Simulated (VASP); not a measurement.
# Al3BSb2 (P6/mmm) in VASP: notebook

Al3BSb2 is run at these levels: PBE; tasks: single point, relaxation of cell and atoms.

Everything below comes from runs of VASP 6.6.1. Logs are shortened: lines on timing, memory, paths and dates and some standing lists are left out, and cuts for length are marked.

**1. The cell of the first run**

The structure is hexagonal, space group P6/mmm (No. 191). The conventional cell has a = 5.167 Å, b = 5.167 Å, c = 5.797 Å, α = 90.00°, β = 90.00°, γ = 120.00°. Al (site symmetry mmm) has 4 Al at 2.58 Å and 4 Sb at 3.26 Å within 3.4 Å. Within 3.9 Å of B (site symmetry 6/mmm) lie 6 Sb at 2.98 Å and 12 Al at 3.88 Å. Within 3.9 Å of Sb (site symmetry -6m2) lie 3 Sb at 2.98 Å and 3 B at 2.98 Å and 6 Al at 3.26 Å.

The cell was built from a structure type or drawn by symmetry, and may not be a known phase.

**2. Single point, PBE**

INCAR reads:

```
ALGO = Normal
EDIFF = 1E-6
ENCUT = 500
GGA = PE
GGA_COMPAT = False
ISIF = 2
ISMEAR = 0
LASPH = True
LCHARG = False
LREAL = False
LWAVE = False
NBANDS = 20
NELM = 120
PREC = Accurate
SIGMA = 0.2
```

KPOINTS reads:

```
k-points
0
Gamma
  4 4 3
```

POSCAR reads:

```
Al3BSb2
1.0
    5.1673512749      0.0000000000      0.0000000000
   -2.5836756375      4.4750574744      0.0000000000
    0.0000000000      0.0000000000      5.7967253354
Al B Sb
3 1 2
Direct
    0.5000000000      0.0000000000      0.5000000000
    0.0000000000      0.5000000000      0.5000000000
    0.5000000000      0.5000000000      0.5000000000
    0.0000000000      0.0000000000      0.0000000000
    0.3333333333      0.6666666667      0.0000000000
    0.6666666667      0.3333333333      0.0000000000
```

Potentials or basis: VASP PAW PBE potentials, release 64 (Al, B, Sb).

Launch:

```bash
$ cat potpaw_PBE.64/Al/POTCAR potpaw_PBE.64/B/POTCAR potpaw_PBE.64/Sb/POTCAR > POTCAR
$ mpirun -np 1 vasp_std > vasp.out
```

OUTCAR:

```text
EDIFF = 1E-6
   ENCUT = 500
   GGA = PE
   ISIF = 2
   ISMEAR = 0
   LASPH = True
   LREAL = False
   NELM = 120
   PREC = Accurate

 ion  position               nearest neighbor table
   1  0.500  0.000  0.500-   2 2.58   2 2.58   3 2.58   3 2.58   5 3.26   6 3.26   5 3.26   6 3.26

   2  0.000  0.500  0.500-   3 2.58   3 2.58   1 2.58   1 2.58   5 3.26   6 3.26   5 3.26   6 3.26

   3  0.500  0.500  0.500-   2 2.58   2 2.58   1 2.58   1 2.58   5 3.26   6 3.26   5 3.26   6 3.26

   4  0.000  0.000  0.000-
   5  0.333  0.667  0.000-   6 2.98   6 2.98   6 2.98   2 3.26   2 3.26   1 3.26   1 3.26   3 3.26
                             3 3.26
   6  0.667  0.333  0.000-   5 2.98   5 2.98   5 2.98   2 3.26   2 3.26   1 3.26   1 3.26   3 3.26
                             3 3.26

  LATTYP: Found a hexagonal cell.
 ALAT       =     5.1673512749
 C/A-ratio  =     1.1217981954

  Lattice vectors:

 A1 = (   5.1673512749,   0.0000000000,   0.0000000000)
 A2 = (  -2.5836756375,   4.4750574744,   0.0000000000)
 A3 = (   0.0000000000,   0.0000000000,   5.7967253354)

Analysis of symmetry for initial positions (statically):
=====================================================================
 Subroutine PRICEL returns:
 Original cell was already a primitive cell.

 Routine SETGRP: Setting up the symmetry group for a
 hexagonal supercell.

 Subroutine GETGRP returns: Found 24 space group operations
 (whereof 24 operations were pure point group operations)
 out of a pool of 24 trial point group operations.

The static configuration has the point symmetry D_6h.

Analysis of symmetry for dynamics (positions and initial velocities):
=====================================================================
 Subroutine PRICEL returns:
 Original cell was already a primitive cell.

 Routine SETGRP: Setting up the symmetry group for a
 hexagonal supercell.

 Subroutine GETGRP returns: Found 24 space group operations
 (whereof 24 operations were pure point group operations)
 out of a pool of 24 trial point group operations.

The dynamic configuration has the point symmetry D_6h.

 Subroutine INISYM returns: Found 24 space group operations
 (whereof 24 operations are pure point group operations),
 and found     1 'primitive' translations

----------------------------------------------------------------------------------------

                                     Primitive cell

  volume of cell :     134.0446

  direct lattice vectors                    reciprocal lattice vectors
     5.167351275  0.000000000  0.000000000     0.193522744  0.111730409  0.000000000
    -2.583675637  4.475057474  0.000000000     0.000000000  0.223460817  0.000000000
     0.000000000  0.000000000  5.796725335     0.000000000  0.000000000  0.172511192

  length of vectors
     5.167351275  5.167351275  5.796725335     0.223460817  0.223460817  0.172511192

  position of ions in fractional coordinates (direct lattice)
     0.500000000  0.000000000  0.500000000
     0.000000000  0.500000000  0.500000000
     0.500000000  0.500000000  0.500000000
     0.000000000  0.000000000  0.000000000
     0.333333333  0.666666667  0.000000000
     0.666666667  0.333333333  0.000000000

  ion indices of the primitive-cell ions
   primitive index   ion index
                 1           1
                 2           2
                 3           3
                 4           4
                 5           5
                 6           6

----------------------------------------------------------------------------------------

 KPOINTS: k-points

Automatic generation of k-mesh.
 Grid dimensions read from file:
 generate k-points for:    4    4    3

 Generating k-lattice:

  Cartesian coordinates                     Fractional coordinates (reciprocal lattice)
     0.048380686  0.027932602  0.000000000     0.250000000  0.000000000  0.000000000
     0.000000000  0.055865204  0.000000000     0.000000000  0.250000000  0.000000000
     0.000000000  0.000000000  0.057503731     0.000000000  0.000000000  0.333333333

  Length of vectors
     0.055865204  0.055865204  0.057503731

  Shift w.r.t. Gamma in fractional coordinates (k-lattice)
     0.000000000  0.000000000  0.000000000

 Subroutine IBZKPT returns following result:
 ===========================================

 Found      8 irreducible k-points:

 Following reciprocal coordinates:
            Coordinates               Weight
  0.000000  0.000000  0.000000      1.000000
  0.250000 -0.000000  0.000000      6.000000
  0.500000 -0.000000  0.000000      3.000000
  0.250000  0.250000  0.000000      6.000000
  0.000000  0.000000  0.333333      2.000000
  0.250000 -0.000000  0.333333     12.000000
  0.500000 -0.000000  0.333333      6.000000
  0.250000  0.250000  0.333333     12.000000
   k-points           NKPTS =      8   k-points in BZ     NKDIM =      8   number of bands    NBANDS=     20
   number of dos      NEDOS =    301   number of ions     NIONS =      6
   total plane-waves  NPLWV =  67200
   dimension x,y,z NGX =    40 NGY =   40 NGZ =   42
   dimension x,y,z NGXF=    80 NGYF=   80 NGZF=   84
   ions per type =               3   1   2
   NGX,Y,Z   is equivalent  to a cutoff of  12.87, 12.87, 12.05 a.u.
   NGXF,Y,Z  is equivalent  to a cutoff of  25.74, 25.74, 24.09 a.u.
 SYSTEM =  unknown system
   PREC   = accura    normal or accurate (medium, high low for compatibility)
   ISTART =      0    job   : 0-new  1-cont  2-samecut
   ICHARG =      2    charge: 1-file 2-atom 10-const
   ISPIN  =      1    spin polarized calculation?
   LNONCOLLINEAR =      F non collinear calculations
   LSORBIT =      F    spin-orbit coupling
   LASPH  =      T    aspherical Exc in radial PAW
   ENCUT  =  500.0 eV  36.75 Ry    6.06 a.u.   9.42  9.42 10.57*2*pi/ulx,y,z
   NELM   =    120;   NELMIN=  2; NELMDL= -5     # of ELM steps
   EDIFF  = 0.1E-05   stopping-criterion for ELM
   LREAL  =      F    real-space projection
   EDIFFG = 0.1E-04   stopping-criterion for IOM
   NSW    =      0    number of steps for IOM
   IBRION =     -1    ionic relax: 0-MD 1-quasi-New 2-CG
   NFREE  =      0    steps in history (QN), initial steepest desc. (CG)
   ISIF   =      2    stress and relaxation
   ISYM   =      2    0-nonsym 1-usesym 2-fastsym
   POTIM  = 0.5000    time-step for ionic-motion
   TEBEG  =    0.0;   TEEND  =   0.0 temperature during run
   PSTRESS=    0.0 pullay stress
   NELECT =      22.0000    total number of electrons
   NUPDOWN=      -1.0000    fix difference up-down
   EMIN   =  10.00;   EMAX   =-10.00  energy-range for DOS
   EFERMI =   0.00;   METHOD = LEGACY
   ISMEAR =     0;   SIGMA  =   0.20  broadening in eV -4-tet -1-fermi 0-gaus
   EFERMI_NEDOS =   21; number of points for ismear=-14 and -15
   IALGO  =     38    algorithm
   IMIX   =      4    mixing-type and parameters
     AMIX     =   0.40;   BMIX     =  1.00
     AMIX_MAG =   1.60;   BMIX_MAG =  1.00
  volume/ion in A,a.u.               =      22.34       150.76
  Fermi-wavevector in a.u.,A,eV,Ry     =   0.896326  1.693810 10.930922  0.803400
  Thomas-Fermi vector in A             =   2.018770
   LORBIT       =      0    0 simple, 1 ext, 2 COOP (PROOUT), +10 PAW based schemes
   GGA     = PE    functional components
   LHFCALC =     F    Hartree Fock is set to
   AEXX    =    0.0000 exact exchange contribution
   IVDW    =     0    specifies the selected vdW correction
   LEPSILON=     F    determine dielectric tensor
   LRPA    =     F    only Hartree local field effects (RPA)
 non-spin polarized calculation
 Gauss-broadening in eV      SIGMA  =   0.20
  energy-cutoff  :      500.00
  volume of cell :      134.04
 maximum number of plane-waves:      3429
 NGX is ok and might be reduce to    40
   NGX = 19   NGY = 19   NGZ = 21

 number of electron      22.0000000 magnetization

 Free energy of the ion-electron system (eV)
  ---------------------------------------------------
  ext. energy  EPLUGINS =         0.00000000
  ---------------------------------------------------
  free energy    TOTEN  =       -20.57923679 eV

  energy without entropy =      -20.52257813  energy(sigma->0) =      -20.55090746

 E-fermi :   6.2152     XC(G=0):  -9.4994

 val. band max:        6.2078725839   @ k =   0.2500   0.2500   0.3333
 cond. band min:       6.3220602478   @ k =   0.5000  -0.0000   0.0000
 fundamental gap:      0.1141876640
 Fermi energy:         6.2151654059

 k-point     1 :       0.0000    0.0000    0.0000
  band No.  band energies     occupation
      1      -6.1170      2.00000
      2      -1.1752      2.00000
      3      -0.8577      2.00000
      4       0.8182      2.00000
      5       1.7751      2.00000
      6       2.1540      2.00000
[... 12 lines left out ...]
     19       9.6824      0.00000
     20      11.0406      0.00000

 k-point     2 :       0.2500   -0.0000    0.0000
  band No.  band energies     occupation
      1      -5.7080      2.00000
      2      -2.2715      2.00000
      3      -0.7853      2.00000
      4       0.6254      2.00000
      5       1.2179      2.00000
      6       1.2920      2.00000
[... 12 lines left out ...]
     19      10.3906      0.00000
     20      11.4548      0.00000

 k-point     3 :       0.5000   -0.0000    0.0000
  band No.  band energies     occupation
      1      -4.8857      2.00000
      2      -3.7560      2.00000
      3       0.0128      2.00000
      4       0.0771      2.00000
      5       0.8448      2.00000
      6       1.0747      2.00000
[... 12 lines left out ...]
     19      10.9232      0.00000
     20      11.1324      0.00000

 k-point     4 :       0.2500    0.2500    0.0000
  band No.  band energies     occupation
      1      -4.9539      2.00000
      2      -3.5247      2.00000
      3      -0.9646      2.00000
      4      -0.0547      2.00000
      5       1.2896      2.00000
      6       1.9457      2.00000
[... 12 lines left out ...]
     19      10.5168      0.00000
     20      11.5316      0.00000

 k-point     5 :       0.0000    0.0000    0.3333
  band No.  band energies     occupation
      1      -5.9489      2.00000
      2      -2.4118      2.00000
      3      -0.6776      2.00000
      4       1.7836      2.00000
      5       2.3845      2.00000
      6       2.3845      2.00000
[... 12 lines left out ...]
     19      10.7440      0.00000
     20      10.7440      0.00000

 k-point     6 :       0.2500   -0.0000    0.3333
  band No.  band energies     occupation
      1      -5.5389      2.00000
      2      -2.0932      2.00000
      3      -2.0182      2.00000
      4       0.7078      2.00000
      5       1.2167      2.00000
      6       1.5088      2.00000
[... 12 lines left out ...]
     19      10.1354      0.00000
     20      10.7032      0.00000

 k-point     7 :       0.5000   -0.0000    0.3333
  band No.  band energies     occupation
      1      -4.7125      2.00000
      2      -3.5859      2.00000
      3      -1.2364      2.00000
      4      -0.1697      2.00000
      5       0.2055      2.00000
      6       1.0565      2.00000
[... 12 lines left out ...]
     19       9.7855      0.00000
     20       9.9253      0.00000

 k-point     8 :       0.2500    0.2500    0.3333
  band No.  band energies     occupation
      1      -4.7821      2.00000
      2      -3.3482      2.00000
      3      -1.3008      2.00000
      4      -0.8300      2.00000
      5       0.0441      2.00000
      6       2.5724      2.00000
[... 12 lines left out ...]
     19       9.8535      0.00000
     20      10.5363      0.00000

------------------------ aborting loop because EDIFF is reached ----------------------------------------

  FORCE on cell =-STRESS in cart. coord.  units (eV):
  Direction    XX          YY          ZZ          XY          YZ          ZX
  --------------------------------------------------------------------------------------
  -------------------------------------------------------------------------------------
  Total        0.4796639      0.4796639      0.0915767     -0.0000000      0.0000000     -0.0000000
  in kB        5.7332156      5.7332156      1.0945765     -0.0000000      0.0000000     -0.0000000
  external PRESSURE =       4.1870026 kB  Pullay stress =       0.0000000 kB

 VOLUME and BASIS-vectors are now :
 -----------------------------------------------------------------------------
  energy-cutoff  :      500.00
  volume of cell :      134.04
      direct lattice vectors                 reciprocal lattice vectors
     5.167351275  0.000000000  0.000000000     0.193522744  0.111730409  0.000000000
    -2.583675637  4.475057474  0.000000000     0.000000000  0.223460817  0.000000000
     0.000000000  0.000000000  5.796725335     0.000000000  0.000000000  0.172511192

 POSITION                                       TOTAL-FORCE (eV/Angst)
 -----------------------------------------------------------------------------------
      2.58368      0.00000      2.89836         0.000000      0.000000      0.000000
     -1.29184      2.23753      2.89836         0.000000      0.000000      0.000000
      1.29184      2.23753      2.89836         0.000000      0.000000      0.000000
      0.00000      0.00000      0.00000         0.000000      0.000000      0.000000
     -0.00000      2.98337      0.00000         0.000000     -0.000000      0.000000
      2.58368      1.49169      0.00000        -0.000000      0.000000      0.000000
 -----------------------------------------------------------------------------------
    total drift:                               -0.000000     -0.000000      0.000000

  FREE ENERGIE OF THE ION-ELECTRON SYSTEM (eV)
  ---------------------------------------------------
  free  energy   TOTEN  =       -20.5792367931 eV

  energy  without entropy=      -20.5225781334  energy(sigma->0) =      -20.55090746
```

It took 43 s on 1 thread of Intel Xeon 8259CL, shared host; peak memory 0.24 GiB.

Results:

```
Free energy            : -20.5792 eV
Pressure               : 0.4 GPa
Band gap on the k mesh : zero (bands 11 and 12 overlap by 1.29 eV)
```

Levels at points of the mesh, in eV from the Fermi level:
| k point | band 9 | band 10 | band 11 | band 12 | band 13 | band 14 |
| --- | --- | --- | --- | --- | --- | --- |
| (0.00, 0.00, 0.00) | -2.63 | -2.45 | -0.56 | 0.19 | 0.19 | 0.41 |
| (0.50, 0.00, 0.00) | -1.54 | -1.43 | 0.11 | 0.60 | 0.61 | 1.65 |

Caveat: the k points lie up to 0.36 Å⁻¹ apart, too coarse for converged energies and pressures of a metal; spin-orbit coupling is left out, which moves the levels of the heavy elements.

(Part 1 of 3 ends here.)
